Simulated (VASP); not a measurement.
# TiPt3 in VASP: single point with PBE

Aim: the single point of TiPt3 with PBE.

Everything below comes from runs of VASP 6.6.1. Logs are shortened: lines on timing, memory, paths and dates and some standing lists are left out, and cuts for length are marked.

### 1 The cell of the first run

The cell holds a slab with vacuum, 24 atoms: a = 5.584 Å, b = 5.584 Å, c = 26.397 Å, α = 90.00°, β = 90.00°, γ = 120.00°.

### 2 Single point, PBE

File INCAR:

```
  PREC = Accurate
  ENCUT = 520
  EDIFF = 1E-6
  ISMEAR = 0
  SIGMA = 0.1
  LREAL = Auto
  LASPH = True
  NELM = 60
  ALGO = Normal
  ISIF = 2
  LWAVE = False
  LCHARG = False
  LDIPOL = True
  IDIPOL = 3
  DIPOL = 0.5 0.5 0.500
  GGA = PE
  NBANDS = 144
  LUSENCCL = False
```

File KPOINTS:

```
regular mesh
0
Gamma
  9 9 1
```

File POSCAR:

```
TiPt3
1.0
    5.5835757678      0.0000000000      0.0000000000
   -2.7917878839      4.8355184589      0.0000000000
    0.0000000000      0.0000000000     26.3974263095
Ti Pt
6 18
Direct
    0.6666666667      0.3333333333      0.2841186073
    0.3333333333      0.6666666667      0.3704711644
    0.0000000000      0.0000000000      0.4568237215
    0.6666666667      0.3333333333      0.5431762785
    0.3333333333      0.6666666667      0.6295288356
    0.0000000000      0.0000000000      0.7158813927
    0.1666666667      0.8333333333      0.2841186073
    0.1666666667      0.3333333333      0.2841186073
    0.6666666667      0.8333333333      0.2841186073
    0.8333333333      0.1666666667      0.3704711644
    0.8333333333      0.6666666667      0.3704711644
    0.3333333333      0.1666666667      0.3704711644
    0.5000000000      0.5000000000      0.4568237215
    0.5000000000      0.0000000000      0.4568237215
    0.0000000000      0.5000000000      0.4568237215
    0.1666666667      0.8333333333      0.5431762785
    0.1666666667      0.3333333333      0.5431762785
    0.6666666667      0.8333333333      0.5431762785
    0.8333333333      0.1666666667      0.6295288356
    0.8333333333      0.6666666667      0.6295288356
    0.3333333333      0.1666666667      0.6295288356
    0.5000000000      0.5000000000      0.7158813927
    0.5000000000      0.0000000000      0.7158813927
    0.0000000000      0.5000000000      0.7158813927
```

Potentials or basis: VASP PAW PBE potentials, release 64 (Ti_sv, Pt).

Run with:

```
cat potpaw_PBE.64/Ti_sv/POTCAR potpaw_PBE.64/Pt/POTCAR > POTCAR
mpirun -np 1 vasp_std > vasp.out
```

OUTCAR:

```text
PREC = Accurate
   ENCUT = 520
   EDIFF = 1E-6
   ISMEAR = 0
   LREAL = Auto
   LASPH = True
   NELM = 60
   ISIF = 2
   GGA = PE

 ion  position               nearest neighbor table
   1  0.667  0.333  0.284-   8 2.79   8 2.79   9 2.79   9 2.79   7 2.79   7 2.79  10 2.79  12 2.79
                            11 2.79
   2  0.333  0.667  0.370-  11 2.79  11 2.79  12 2.79  12 2.79  10 2.79  10 2.79   7 2.79  15 2.79
                            14 2.79  13 2.79   9 2.79   8 2.79
   3  0.000  0.000  0.457-  18 2.79  17 2.79  16 2.79  14 2.79  14 2.79  13 2.79  15 2.79  15 2.79
                            13 2.79  12 2.79  11 2.79  10 2.79
   4  0.667  0.333  0.543-  15 2.79  14 2.79  13 2.79  17 2.79  17 2.79  18 2.79  18 2.79  16 2.79
                            16 2.79  19 2.79  21 2.79  20 2.79
   5  0.333  0.667  0.630-  20 2.79  20 2.79  21 2.79  21 2.79  19 2.79  19 2.79  16 2.79  24 2.79
                            23 2.79  22 2.79  18 2.79  17 2.79
   6  0.000  0.000  0.716-  23 2.79  23 2.79  24 2.79  24 2.79  22 2.79  22 2.79  21 2.79  20 2.79
                            19 2.79
   7  0.167  0.833  0.284-   9 2.79   9 2.79   1 2.79   8 2.79   8 2.79   1 2.79   2 2.79  11 2.79
                            12 2.79
   8  0.167  0.333  0.284-   1 2.79   1 2.79   9 2.79   7 2.79   7 2.79   9 2.79  12 2.79  10 2.79
                             2 2.79
   9  0.667  0.833  0.284-   7 2.79   7 2.79   8 2.79   1 2.79   1 2.79   8 2.79  11 2.79   2 2.79
[... 17 lines left out ...]
  18  0.667  0.833  0.543-   3 2.79  13 2.79  14 2.79  16 2.79  16 2.79  17 2.79   4 2.79   4 2.79
                            17 2.79  20 2.79   5 2.79  19 2.79
  19  0.833  0.167  0.630-  21 2.79  21 2.79   5 2.79  20 2.79  20 2.79   5 2.79   4 2.79  23 2.79
                            24 2.79  17 2.79   6 2.79  18 2.79
  20  0.833  0.667  0.630-   5 2.79   5 2.79  21 2.79  19 2.79  19 2.79  21 2.79  18 2.79  22 2.79
                             6 2.79  24 2.79  16 2.79   4 2.79
  21  0.333  0.167  0.630-  19 2.79  19 2.79  20 2.79   5 2.79   5 2.79  20 2.79  17 2.79   6 2.79
                            22 2.79  23 2.79   4 2.79  16 2.79
  22  0.500  0.500  0.716-  24 2.79  24 2.79   6 2.79  23 2.79  23 2.79   6 2.79  20 2.79  21 2.79
                             5 2.79
  23  0.500  0.000  0.716-   6 2.79   6 2.79  24 2.79  22 2.79  22 2.79  24 2.79  19 2.79   5 2.79
                            21 2.79
  24  0.000  0.500  0.716-  22 2.79  22 2.79  23 2.79   6 2.79   6 2.79  23 2.79   5 2.79  19 2.79
                            20 2.79

  LATTYP: Found a hexagonal cell.
 ALAT       =     5.5835757678
 C/A-ratio  =     4.7276919679

  Lattice vectors:

 A1 = (   5.5835757678,   0.0000000000,   0.0000000000)
 A2 = (  -2.7917878839,   4.8355184589,   0.0000000000)
 A3 = (   0.0000000000,   0.0000000000,  26.3974263095)

Analysis of symmetry for initial positions (statically):
=====================================================================
 Subroutine PRICEL returns:
 Original cell was already a primitive cell.

 Routine SETGRP: Setting up the symmetry group for a
 hexagonal supercell.

 Subroutine GETGRP returns: Found 12 space group operations
[... 175 lines left out ...]
   GGA     = PE    functional components
   LHFCALC =     F    Hartree Fock is set to
   AEXX    =    0.0000 exact exchange contribution
   IVDW    =     0    specifies the selected vdW correction
   LEPSILON=     F    determine dielectric tensor
   LRPA    =     F    only Hartree local field effects (RPA)
 non-spin polarized calculation
 Gauss-broadening in eV      SIGMA  =   0.10
  energy-cutoff  :      520.00
  volume of cell :      712.72
 maximum number of plane-waves:     19245
 NGX is ok and might be reduce to    42
   NGX = 21   NGY = 21   NGZ = 99

 dipolmoment           0.000000      0.000000      0.000000 electrons x Angstroem

 number of electron     252.0000006 magnetization

 dipolmoment           0.000000      0.000000     -0.000000 electrons x Angstroem

 Free energy of the ion-electron system (eV)
  ---------------------------------------------------
  ext. energy  EPLUGINS =         0.00000000
  ---------------------------------------------------
  free energy    TOTEN  =      -171.31563984 eV

  energy without entropy =     -171.26903477  energy(sigma->0) =     -171.29233730

 E-fermi :   3.1734     XC(G=0):  -7.4733

 val. band max:        3.1444828306   @ k =   0.2222   0.1111   0.0000
 cond. band min:       3.1947188252   @ k =   0.1111   0.0000   0.0000
 fundamental gap:      0.0502359946
 Fermi energy:         3.1734219993

 k-point     1 :       0.0000    0.0000    0.0000
  band No.  band energies     occupation
      1     -54.8787      2.00000
      2     -54.8778      2.00000
      3     -54.8189      2.00000
      4     -54.8189      2.00000
      5     -54.7274      2.00000
      6     -54.7274      2.00000
[... 1681 lines left out ...]
    137       3.8973      0.00000
    138       3.9060      0.00000
 [bands above 138 left out]

------------------------ aborting loop because EDIFF is reached ----------------------------------------

 vacuum level on the upper side and lower side of the slab       (xc-potential included)        -0.131        -0.131

  FORCE on cell =-STRESS in cart. coord.  units (eV):
  Direction    XX          YY          ZZ          XY          YZ          ZX
  --------------------------------------------------------------------------------------
  -------------------------------------------------------------------------------------
  Total      -14.9467721    -14.9467721     -5.1039380     -0.0000000     -0.0000000      0.0000000
  in kB      -33.6001293    -33.6001293    -11.4735793     -0.0000000     -0.0000000      0.0000000
  external PRESSURE =     -26.2246126 kB  Pullay stress =       0.0000000 kB

 VOLUME and BASIS-vectors are now :
 -----------------------------------------------------------------------------
  energy-cutoff  :      520.00
  volume of cell :      712.72
      direct lattice vectors                 reciprocal lattice vectors
     5.583575768  0.000000000  0.000000000     0.179096701  0.103401529 -0.000000000
    -2.791787884  4.835518459  0.000000000     0.000000000  0.206803057  0.000000000
     0.000000000  0.000000000 26.397426309     0.000000000 -0.000000000  0.037882481

 POSITION                                       TOTAL-FORCE (eV/Angst)
 -----------------------------------------------------------------------------------
      2.79179      1.61184      7.50000        -0.000000      0.000000      0.571185
     -0.00000      3.22368      9.77949        -0.000000      0.000000     -1.329547
      0.00000      0.00000     12.05897        -0.000000      0.000000     -0.051813
      2.79179      1.61184     14.33846        -0.000000      0.000000      0.051813
     -0.00000      3.22368     16.61794        -0.000000     -0.000000      1.329547
      0.00000      0.00000     18.89743        -0.000000     -0.000000     -0.571185
[... 16 lines left out ...]
      2.79179      0.00000     18.89743         0.000000     -0.836349     -0.160726
     -1.39589      2.41776     18.89743         0.724299      0.418174     -0.160726
 -----------------------------------------------------------------------------------
    total drift:                               -0.000000      0.000000     -0.000000

  FREE ENERGIE OF THE ION-ELECTRON SYSTEM (eV)
  ---------------------------------------------------
  free  energy   TOTEN  =      -171.3156398422 eV

  energy  without entropy=     -171.2690347659  energy(sigma->0) =     -171.29233730

 vacuum level on the upper side and lower side of the slab         8.194         8.194
```

stdout:

```text
Offloading initialized ...    1 GPUs detected
 POSCAR found type information on POSCAR TiPt
 POSCAR found :  2 types and      24 ions
 scaLAPACK will be used selectively (only on CPU)
 LDA part: xc-table for (Slater+PW92), standard interpolation
 POSCAR, INCAR and KPOINTS ok, starting setup
 FFT: planning ... GRIDC
 FFT: planning ... GRID_SOFT
 FFT: planning ... GRID
 WAVECAR not read
 entering main loop
```

Run time: 7.7 min. Hardware: 1 × NVIDIA H100 80GB with 1 thread of AMD EPYC 7R13 (Zen 3), shared host; peak memory 2 GiB.

What came out:

| Quantity | Value |
| --- | --- |
| Free energy | -171.3156 eV |
| Largest force | 1.330 eV/Å |
| Band gap on the k mesh | zero (bands 126 and 127 overlap by 0.71 eV) |

Forces on the atoms (eV/Å):
```
Ti   0.000  0.000  0.571
Ti   0.000  0.000 -1.330
Ti   0.000  0.000 -0.052
Ti   0.000  0.000  0.052
Ti   0.000  0.000  1.330
Ti   0.000  0.000 -0.571
Pt   0.724 -0.418  0.161
Pt   0.000  0.836  0.161
Pt  -0.724 -0.418  0.161
Pt   0.009 -0.005  0.031
Pt   0.000  0.011  0.031
Pt  -0.009 -0.005  0.031
Pt   0.082 -0.047  0.115
Pt   0.000  0.094  0.115
Pt  -0.082 -0.047  0.115
Pt  -0.082  0.047 -0.115
Pt   0.000 -0.094 -0.115
Pt   0.082  0.047 -0.115
Pt  -0.009  0.005 -0.031
Pt   0.000 -0.011 -0.031
Pt   0.009  0.005 -0.031
Pt  -0.724  0.418 -0.161
Pt   0.000 -0.836 -0.161
Pt   0.724  0.418 -0.161
```

Caveat: spin-orbit coupling is left out, which moves the levels of the heavy elements.

The gap in the log of VASP goes by the Fermi energy; the results here count the filled bands.